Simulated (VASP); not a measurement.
The system is MnO2.

```xyz
3
Lattice="2.8566 0.0000 0.0000 -1.4283 2.4739 0.0000 0.0000 0.0000 4.6014" Properties=species:S:1:pos:R:3 pbc="T T T"
Mn    0.0000    0.0000    2.3007
O     0.0000    1.6492    3.2415
O     1.4283    0.8246    1.3599
```

Base run:

```yaml
Program: VASP 6.6.1
Functional: PBEsol
Potentials_or_basis: VASP PAW PBE potentials, release 64 (Mn_sv, O)
Cutoff: 600 eV
k_mesh: 9 × 9 × 5
Occupations: fermi-dirac, width 0.05 eV
Spin: collinear spin, ferromagnetic start
Starting_moments: "[4.0, 0.0, 0.0] μB"
```

Its results: band gap on the k mesh 0.70 eV, indirect (least direct gap 0.76 eV); pressure -2.0 GPa; net moment 3.00 μB per cell; site moments Mn +2.72; O +0.04 μB; largest force 0.007 eV/Å.

Q: The run is repeated on the same cell with these changes: potentials or basis from VASP PAW PBE potentials, release 64 (Mn_sv, O) to VASP PAW PBE potentials, release 64 (Mn_pv, O); cutoff from 600 eV to 520 eV; valence electrons from 27 to 25. What comes out?

A: Band gap on the k mesh 0.68 eV, indirect (least direct gap 0.74 eV); pressure -0.1 GPa; net moment 3.00 μB per cell; site moments Mn +2.83; O +0.04 μB; largest force 0.083 eV/Å.

Caveats: the PAW data sets were made with another functional, which shifts forces and pressure a little; a cell with one magnetic atom can't hold antiferromagnetic order, which such compounds often take.

A k mesh can miss the band edges.
